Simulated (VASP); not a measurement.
Here is a VASP 6.6.1 calculation.

INCAR

```
PREC = Accurate ; ENCUT = 700
EDIFF = 1E-6 ; ISMEAR = -1
SIGMA = 0.05 ; LREAL = False
LASPH = True ; NELM = 120
ALGO = Normal ; ISIF = 2
LWAVE = False ; LCHARG = False
GGA = PE ; NBANDS = 46
GGA_COMPAT = False
```

The input KPOINTS:

```
Automatic mesh
0
Gamma
  7 7 7
```

Contents of POSCAR:

```
CuO
1.0
    4.1609370000      0.0000000000      0.0000000000
    0.0000000000      4.1609370000      0.0000000000
    0.0000000000      0.0000000000      3.8876430000
Cu O
3 3
Direct
    0.5000000000      0.0000000000      0.5000000000
    0.0000000000      0.5000000000      0.5000000000
    0.0000000000      0.0000000000      0.0000000000
    0.0000000000      0.0000000000      0.5000000000
    0.5000000000      0.0000000000      0.0000000000
    0.0000000000      0.5000000000      0.0000000000
```

Potentials or basis: VASP PAW PBE potentials, release 64 (Cu_sv_GW, O).

The run is started by

```sh
$ cat potpaw_PBE.64/Cu_sv_GW/POTCAR potpaw_PBE.64/O/POTCAR > POTCAR
$ mpirun -np 1 vasp_std > vasp.out
```

Task: What does it give for the pressure?

Result: -1.3 GPa.

Stress tensor (GPa, compression positive):
```
-0.99  0.00  0.00
 0.00 -0.99  0.00
 0.00  0.00 -1.84
```

Caveat: an odd number of electrons without spin polarisation forces a metal; a magnetic or distorted state may lie lower.
